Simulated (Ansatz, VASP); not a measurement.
# WS2: VASP beside Ansatz

```xyz
6
Lattice="3.1550 0.0000 0.0000 -1.5775 2.7323 0.0000 0.0000 0.0000 28.0000" Properties=species:S:1:pos:R:3 pbc="T T T"
W     0.0000    1.8215   10.9873
W     1.5775    0.9108   17.0132
S     1.5775    0.9108   12.5378
S     1.5775    0.9108    9.4374
S     0.0000    0.0000   18.5625
S     0.0000    0.0000   15.4617
```

Alike in both runs: functional LDA; k mesh 12 × 12 × 1; no spin polarisation.

Ansatz relaxed the structure, and its values are those at the end. VASP's run is a single point on that final structure, the one shown.

```csv
,VASP,Ansatz
version,VASP 6.6.1,Ansatz 0.2.0
potentials or method,"VASP PAW LDA potentials, release 64 (W_sv, S), cutoff 520 eV","scalar-relativistic, plane waves, PAW"
occupations,"gaussian, width 0.01 eV",fixed
valence electrons in the cell,52,52
```

```csv
,VASP,Ansatz,Ansatz less VASP
gap on the k mesh at the Fermi level (eV),1.24,1.22,-0.018
least direct gap on the mesh (eV),1.78,1.76,-0.011
rms of the force components (eV/Å),0.022,0.000,-0.0224
```

LDA's correlation is that of Perdew and Zunger in VASP and of Perdew and Wang (1992) in Ansatz. Ansatz's warnings: xc potential rough in thin density.

Neither program's run includes spin-orbit coupling.
